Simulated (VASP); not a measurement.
# WC (P-6m2) in VASP: notebook

Aim: see how the results for WC move with the level of theory and the settings. Levels: PBE, PBEsol. Tasks: single point, relaxation of cell and atoms.

Program: VASP 6.6.1. These are calculated values, not measurements. Logs are shortened: lines on timing, memory, paths and dates and some standing lists are left out, and cuts for length are marked.

### Step 1. The cell of the first run

It takes space group P-6m2 (No. 187, hexagonal). The conventional cell has a = 2.926 Å, b = 2.926 Å, c = 2.855 Å, α = 90.00°, β = 90.00°, γ = 120.00°. W (site symmetry -6m2) has 6 C at 2.21 Å and 8 W at 2.86 to 2.93 Å within 3.0 Å. C (site symmetry -6m2) has 6 W at 2.21 Å and 8 C at 2.86 to 2.93 Å within 3.0 Å.

### Step 2. Single point, PBE

INCAR reads:

```
PREC     = Accurate       # precision mode
ENCUT    = 520            # plane-wave cutoff, eV
EDIFF    = 1E-6           # SCF threshold, eV
ISMEAR   = -1             # smearing method
SIGMA    = 0.05           # smearing width, eV
LREAL    = F              # projectors in reciprocal space
LASPH    = T              # aspherical terms in the spheres
NELM     = 60             # most SCF steps
ALGO     = Normal         # electronic algorithm
ISIF     = 2              # what is computed and relaxed
LWAVE    = F              # write WAVECAR
LCHARG   = F              # write CHGCAR
GGA      = PE             # functional
NBANDS   = 16             # bands
```

KPOINTS reads:

```
Automatic mesh
0
Gamma
  10 10 9
```

POSCAR reads:

```
WC
1.0
    2.9257489053      0.0000000000      0.0000000000
   -1.4628744527      2.5337728771      0.0000000000
    0.0000000000      0.0000000000      2.8553859779
W C
1 1
Direct
    0.0000000000      0.0000000000      0.0000000000
    0.6666666667      0.3333333333      0.5000000000
```

Potentials or basis: VASP PAW PBE potentials, release 64 (W_sv, C).

Launch:

```bash
cat potpaw_PBE.64/W_sv/POTCAR potpaw_PBE.64/C/POTCAR > POTCAR
mpirun -np 1 vasp_std > vasp.out
```

OUTCAR:

```text
PREC = Accurate
   ENCUT = 520
   EDIFF = 1E-6
   ISMEAR = -1
   LREAL = F
   LASPH = T
   NELM = 60
   ISIF = 2
   GGA = PE

 ion  position               nearest neighbor table
   1  0.000  0.000  0.000-   2 2.21   2 2.21   2 2.21   2 2.21   2 2.21   2 2.21
   2  0.667  0.333  0.500-   1 2.21   1 2.21   1 2.21   1 2.21   1 2.21   1 2.21

  LATTYP: Found a hexagonal cell.
 ALAT       =     2.9257489053
 C/A-ratio  =     0.9759504559

  Lattice vectors:

 A1 = (   2.9257489053,   0.0000000000,   0.0000000000)
 A2 = (  -1.4628744527,   2.5337728771,   0.0000000000)
 A3 = (   0.0000000000,   0.0000000000,   2.8553859779)

Analysis of symmetry for initial positions (statically):
=====================================================================
 Subroutine PRICEL returns:
 Original cell was already a primitive cell.

 Routine SETGRP: Setting up the symmetry group for a
 hexagonal supercell.

 Subroutine GETGRP returns: Found 12 space group operations
 (whereof 12 operations were pure point group operations)
 out of a pool of 24 trial point group operations.

The static configuration has the point symmetry D_3h.

Analysis of symmetry for dynamics (positions and initial velocities):
=====================================================================
 Subroutine PRICEL returns:
 Original cell was already a primitive cell.

 Routine SETGRP: Setting up the symmetry group for a
 hexagonal supercell.

 Subroutine GETGRP returns: Found 12 space group operations
 (whereof 12 operations were pure point group operations)
 out of a pool of 24 trial point group operations.

The dynamic configuration has the point symmetry D_3h.

 Subroutine INISYM returns: Found 12 space group operations
 (whereof 12 operations are pure point group operations),
 and found     1 'primitive' translations

----------------------------------------------------------------------------------------

                                     Primitive cell

  volume of cell :      21.1675

  direct lattice vectors                    reciprocal lattice vectors
     2.925748905  0.000000000  0.000000000     0.341792831  0.197334183  0.000000000
    -1.462874453  2.533772877  0.000000000     0.000000000  0.394668366  0.000000000
     0.000000000  0.000000000  2.855385978     0.000000000  0.000000000  0.350215350

  length of vectors
     2.925748905  2.925748905  2.855385978     0.394668366  0.394668366  0.350215350

  position of ions in fractional coordinates (direct lattice)
     0.000000000  0.000000000  0.000000000
     0.666666667  0.333333333  0.500000000

  ion indices of the primitive-cell ions
   primitive index   ion index
                 1           1
                 2           2

----------------------------------------------------------------------------------------

 KPOINTS: Automatic mesh

Automatic generation of k-mesh.
 Grid dimensions read from file:
 generate k-points for:   10   10    9

 Generating k-lattice:

  Cartesian coordinates                     Fractional coordinates (reciprocal lattice)
     0.034179283  0.019733418  0.000000000     0.100000000 -0.000000000  0.000000000
     0.000000000  0.039466837  0.000000000     0.000000000  0.100000000  0.000000000
     0.000000000  0.000000000  0.038912817     0.000000000  0.000000000  0.111111111

  Length of vectors
     0.039466837  0.039466837  0.038912817

  Shift w.r.t. Gamma in fractional coordinates (k-lattice)
     0.000000000  0.000000000  0.000000000

 Subroutine IBZKPT returns following result:
 ===========================================

 Found     70 irreducible k-points:

 Following reciprocal coordinates:
            Coordinates               Weight
  0.000000  0.000000  0.000000      1.000000
  0.100000  0.000000  0.000000      6.000000
  0.200000  0.000000  0.000000      6.000000
  0.300000 -0.000000  0.000000      6.000000
  0.400000  0.000000  0.000000      6.000000
  0.500000  0.000000  0.000000      3.000000
[... 16 lines left out ...]
  0.300000  0.100000  0.111111     24.000000
  0.400000  0.100000  0.111111     24.000000
 [... further k-points ...]
   k-points           NKPTS =     70   k-points in BZ     NKDIM =     70   number of bands    NBANDS=     16
   number of dos      NEDOS =    301   number of ions     NIONS =      2
   total plane-waves  NPLWV =  13824
   dimension x,y,z NGX =    24 NGY =   24 NGZ =   24
   dimension x,y,z NGXF=    48 NGYF=   48 NGZF=   48
   ions per type =               1   1
   NGX,Y,Z   is equivalent  to a cutoff of  13.64, 13.64, 13.97 a.u.
   NGXF,Y,Z  is equivalent  to a cutoff of  27.27, 27.27, 27.95 a.u.
 SYSTEM =  unknown system
   PREC   = accura    normal or accurate (medium, high low for compatibility)
   ISTART =      0    job   : 0-new  1-cont  2-samecut
   ICHARG =      2    charge: 1-file 2-atom 10-const
   ISPIN  =      1    spin polarized calculation?
   LNONCOLLINEAR =      F non collinear calculations
   LSORBIT =      F    spin-orbit coupling
   LASPH  =      T    aspherical Exc in radial PAW
   ENCUT  =  520.0 eV  38.22 Ry    6.18 a.u.   5.44  5.44  5.31*2*pi/ulx,y,z
   NELM   =     60;   NELMIN=  2; NELMDL= -5     # of ELM steps
   EDIFF  = 0.1E-05   stopping-criterion for ELM
   LREAL  =      F    real-space projection
   EDIFFG = 0.1E-04   stopping-criterion for IOM
   NSW    =      0    number of steps for IOM
   IBRION =     -1    ionic relax: 0-MD 1-quasi-New 2-CG
   NFREE  =      0    steps in history (QN), initial steepest desc. (CG)
   ISIF   =      2    stress and relaxation
   ISYM   =      2    0-nonsym 1-usesym 2-fastsym
   POTIM  = 0.5000    time-step for ionic-motion
   TEBEG  =    0.0;   TEEND  =   0.0 temperature during run
   PSTRESS=    0.0 pullay stress
   NELECT =      18.0000    total number of electrons
   NUPDOWN=      -1.0000    fix difference up-down
   EMIN   =  10.00;   EMAX   =-10.00  energy-range for DOS
   EFERMI =   0.00;   METHOD = LEGACY
   ISMEAR =    -1;   SIGMA  =   0.05  broadening in eV -4-tet -1-fermi 0-gaus
   EFERMI_NEDOS =   21; number of points for ismear=-14 and -15
   IALGO  =     38    algorithm
   IMIX   =      4    mixing-type and parameters
     AMIX     =   0.40;   BMIX     =  1.00
     AMIX_MAG =   1.60;   BMIX_MAG =  1.00
  volume/ion in A,a.u.               =      10.58        71.42
  Fermi-wavevector in a.u.,A,eV,Ry     =   1.550991  2.930947 32.729789  2.405572
  Thomas-Fermi vector in A             =   2.655574
   LORBIT       =      0    0 simple, 1 ext, 2 COOP (PROOUT), +10 PAW based schemes
   GGA     = PE    functional components
   LHFCALC =     F    Hartree Fock is set to
   AEXX    =    0.0000 exact exchange contribution
   IVDW    =     0    specifies the selected vdW correction
   LEPSILON=     F    determine dielectric tensor
   LRPA    =     F    only Hartree local field effects (RPA)
 non-spin polarized calculation
  energy-cutoff  :      520.00
  volume of cell :       21.17
 maximum number of plane-waves:       599
 NGX is ok and might be reduce to    24
   NGX = 11   NGY = 11   NGZ = 11

 number of electron      18.0000000 magnetization

 Free energy of the ion-electron system (eV)
  ---------------------------------------------------
  ext. energy  EPLUGINS =         0.00000000
  ---------------------------------------------------
  free energy    TOTEN  =       -22.45376955 eV

  energy without entropy =      -22.45186019  energy(sigma->0) =      -22.45281487

 E-fermi :  10.8015     XC(G=0): -13.6900

 val. band max:       10.7180007291   @ k =   0.0000   0.0000   0.3333
 cond. band min:      10.8187207092   @ k =   0.1000   0.0000   0.3333
 fundamental gap:      0.1007199802
 Fermi energy:        10.8015120749

 k-point     1 :       0.0000    0.0000    0.0000
  band No.  band energies     occupation
      1     -63.2460      2.00000
      2     -27.2297      2.00000
      3     -27.1300      2.00000
      4     -27.1300      2.00000
      5      -3.5034      2.00000
      6       6.5967      2.00000
[... 8 lines left out ...]
     15      24.9486      0.00000
     16      27.3527      0.00000

 k-point     2 :       0.1000    0.0000    0.0000
  band No.  band energies     occupation
      1     -63.2409      2.00000
      2     -27.2199      2.00000
      3     -27.2059      2.00000
      4     -27.1473      2.00000
      5      -3.2498      2.00000
      6       6.6246      2.00000
[... 8 lines left out ...]
     15      24.5321      0.00000
     16      27.8862      0.00000

 k-point     3 :       0.2000    0.0000    0.0000
  band No.  band energies     occupation
      1     -63.2276      2.00000
      2     -27.4007      2.00000
      3     -27.1943      2.00000
      4     -27.1922      2.00000
      5      -2.5508      2.00000
      6       5.8952      2.00000
[... 8 lines left out ...]
     15      24.3748      0.00000
     16      29.0439      0.00000

 k-point     4 :       0.3000   -0.0000    0.0000
  band No.  band energies     occupation
      1     -63.2113      2.00000
      2     -27.6340      2.00000
      3     -27.2471      2.00000
      4     -27.1625      2.00000
      5      -1.5829      2.00000
      6       4.9106      2.00000
[... 8 lines left out ...]
     15      25.2591      0.00000
     16      27.8512      0.00000
[... 324 lines left out ...]
 k-point    22 :       0.2000    0.1000    0.1111
  band No.  band energies     occupation
      1     -63.2127      2.00000
      2     -27.5265      2.00000
      3     -27.2538      2.00000
      4     -27.2393      2.00000
      5      -1.7221      2.00000
      6       5.4482      2.00000
[... 8 lines left out ...]
     15      24.2951      0.00000
     16      28.2641      0.00000

 k-point    23 :       0.3000    0.1000    0.1111
  band No.  band energies     occupation
      1     -63.1979      2.00000
      2     -27.7193      2.00000
      3     -27.3023      2.00000
      4     -27.2232      2.00000
      5      -0.8119      2.00000
      6       4.5779      2.00000
[... 8 lines left out ...]
     15      24.8555      0.00000
     16      27.1924      0.00000

 k-point    24 :       0.4000    0.1000    0.1111
  band No.  band energies     occupation
      1     -63.1887      2.00000
      2     -27.8358      2.00000
      3     -27.3410      2.00000
      4     -27.2042      2.00000
      5      -0.1389      2.00000
      6       4.0107      2.00000
[... 8 lines left out ...]
     15      23.9312      0.00000
     16      28.0039      0.00000

 [... further k-points ...]
[... 5 lines left out ...]
  --------------------------------------------------------------------------------------
  -------------------------------------------------------------------------------------
  Total       -0.0785798     -0.0785798     -0.3116558      0.0000000     -0.0000000      0.0000000
  in kB       -5.9477375     -5.9477375    -23.5893636      0.0000000     -0.0000000      0.0000000
  external PRESSURE =     -11.8282796 kB  Pullay stress =       0.0000000 kB

 VOLUME and BASIS-vectors are now :
 -----------------------------------------------------------------------------
  energy-cutoff  :      520.00
  volume of cell :       21.17
      direct lattice vectors                 reciprocal lattice vectors
     2.925748905  0.000000000  0.000000000     0.341792831  0.197334183  0.000000000
    -1.462874453  2.533772877  0.000000000     0.000000000  0.394668366  0.000000000
     0.000000000  0.000000000  2.855385978     0.000000000  0.000000000  0.350215350

 POSITION                                       TOTAL-FORCE (eV/Angst)
 -----------------------------------------------------------------------------------
      0.00000      0.00000      0.00000         0.000000     -0.000000      0.000000
      1.46287      0.84459      1.42769        -0.000000      0.000000      0.000000
 -----------------------------------------------------------------------------------
    total drift:                                0.000000     -0.000000      0.000000

  FREE ENERGIE OF THE ION-ELECTRON SYSTEM (eV)
  ---------------------------------------------------
  free  energy   TOTEN  =       -22.4537695518 eV

  energy  without entropy=      -22.4518601884  energy(sigma->0) =      -22.45281487
```

Wall time 23 s (1 thread of Intel Xeon 8259CL, shared host); peak memory 0.15 GiB.

Results:

```
Free energy            : -22.4538 eV
Pressure               : -1.2 GPa
Band gap on the k mesh : zero (bands 9 and 10 overlap by 1.16 eV)
```

Stress tensor (GPa, compression positive):
```
-0.59  0.00  0.00
 0.00 -0.59  0.00
 0.00  0.00 -2.36
```

Caveat: spin-orbit coupling is left out, which moves the levels of the heavy elements.

### Step 3. Relaxation of cell and atoms, PBEsol

This run uses another cell than the first one, of 10.38 Å³/atom.

INCAR reads:

```
SYSTEM = WC
PREC = Accurate ; ENCUT = 600
EDIFF = 1E-7 ; ISMEAR = -1
SIGMA = 0.05 ; LREAL = .FALSE.
LASPH = .TRUE. ; NELM = 80
ALGO = Normal ; ISIF = 3
LWAVE = .FALSE. ; LCHARG = .FALSE.
GGA = PS ; IBRION = 2
NSW = 80 ; EDIFFG = -0.005
```

KPOINTS reads:

```
regular mesh
0
G
  10 10 9
  0 0 0
```

POSCAR reads:

```
WC
1.0
    2.9065000000      0.0000000000      0.0000000000
   -1.4532500000      2.5171028361      0.0000000000
    0.0000000000      0.0000000000      2.8366000000
W C
1 1
Direct
    0.0000000000      0.0000000000      0.0000000000
    0.6666666667      0.3333333333      0.5000000000
```

Potentials or basis: VASP PAW PBE potentials, release 64 (W_sv, C).

Launch:

```bash
cat potpaw_PBE.64/W_sv/POTCAR potpaw_PBE.64/C/POTCAR > POTCAR
mpirun -np 1 vasp_std > vasp.out
```

Run time: 64 s. Hardware: 1 thread of Intel Xeon 8259CL, shared host; peak memory 0.17 GiB.

Results (log left out):

* Free energy: -23.9058 eV
* Relaxed volume: 10.32 Å³/atom
* Relaxed cell: a = 2.902 Å, b = 2.902 Å, c = 2.830 Å, α = 90.00°, β = 90.00°, γ = 120.00°
* Space group after relaxing (to 0.1 Å): P-6m2 (No. 187)
* Energy gained by relaxing: 0.4 meV/atom
* Ionic steps: 3
* Pressure after relaxing: 0.0 GPa
* Band gap on the k mesh: zero (bands 9 and 10 overlap by 1.23 eV)

The path:
| step | energy change (eV) | largest force (eV/Å) | pressure (GPa) | volume (Å³) |
| --- | --- | --- | --- | --- |
| 1 | 0.0000 | 0.0000 | -2.33 | 20.75 |
| 2 | 0.0067 | 0.0000 | 7.08 | 20.30 |
| 3 | -0.0009 | 0.0000 | 0.00 | 20.64 |

Final structure:
```
W C
1.0
     2.90195    0.00000    0.00000
    -1.45098    2.51316    0.00000
     0.00000    0.00000    2.82962
W C
1 1
Direct
  0.00000 0.00000 0.00000
  0.66667 0.33333 0.50000
```

Levels at points of the mesh, in eV from the Fermi level:
```tsv
k point	band 6	band 7	band 8	band 9	band 10	band 11	band 12	band 13
(0.00, 0.00, 0.00)	-4.35	-3.35	-3.35	0.13	3.26	3.26	5.70	5.70
(0.50, 0.00, 0.00)	-7.06	-3.62	-3.61	-0.44	2.36	4.58	4.94	6.92
```

Caveat: the PAW data sets were made with another functional, which shifts forces and pressure a little; spin-orbit coupling is left out, which moves the levels of the heavy elements.

(Continued in part 2 of 2.)
